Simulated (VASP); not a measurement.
Write the native input for VASP 6.6.1 that does the following.

```yaml
Task: single point
Functional: r2SCAN
Potentials_or_basis: VASP PAW PBE potentials, release 64 (Ir)
Cutoff: 550 eV
k_mesh: 8 × 8 × 8
Occupations: gaussian, width 0.1 eV
Spin: no spin polarisation
Dipole_correction: no
Further_INCAR_settings: ALGO = Normal; EDIFF = 1e-06; NBANDS = 10
```

The system is Ir.

```
Ir
1.0
     0.00000    1.92696    1.92696
     1.92696    0.00000    1.92696
     1.92696    1.92696    0.00000
Ir
1
Cartesian
  0.0000 0.0000 0.0000
```

These files were run (other wordings do the same):

POSCAR

```
Ir
1.0
    0.0000000000      1.9269646700      1.9269646700
    1.9269646700      0.0000000000      1.9269646700
    1.9269646700      1.9269646700      0.0000000000
Ir
1
Direct
    0.0000000000      0.0000000000      0.0000000000
```

INCAR.step1

```
PREC = Accurate ; ENCUT = 550
ISMEAR = 0 ; SIGMA = 0.1
LREAL = F ; LASPH = T
NELM = 120 ; NBANDS = 10
GGA = PE ; ALGO = Normal
EDIFF = 1E-5 ; LWAVE = T
LCHARG = F ; GGA_COMPAT = F
```

INCAR.step2

```
PREC = Accurate ; ENCUT = 550
EDIFF = 1E-6 ; ISMEAR = 0
SIGMA = 0.1 ; LREAL = F
LASPH = T ; NELM = 120
ALGO = Normal ; ISIF = 2
LWAVE = F ; LCHARG = T
METAGGA = R2SCAN ; LMIXTAU = T
LELF = T ; LVHAR = T
NBANDS = 10 ; ISTART = 1
GGA_COMPAT = F
```

KPOINTS

```
regular mesh
0
Gamma
  8 8 8
```

Potentials or basis: VASP PAW PBE potentials, release 64 (Ir).

Run with:

```bash
$ cat potpaw_PBE.64/Ir/POTCAR > POTCAR
$ cp INCAR.step1 INCAR
$ mpirun -np 1 vasp_std > vasp.out
$ cp INCAR.step2 INCAR
$ mpirun -np 1 vasp_std > vasp.out
```

It gave:

```yaml
Pressure: 1.0 GPa
```

Caveat: the PAW data sets were made with another functional, which shifts forces and pressure a little.

Run time: 15 s on 1 thread of Intel(R) Xeon(R) Platinum 8488C (Sapphire Rapids) (shared host), peak memory 0.15 GiB.
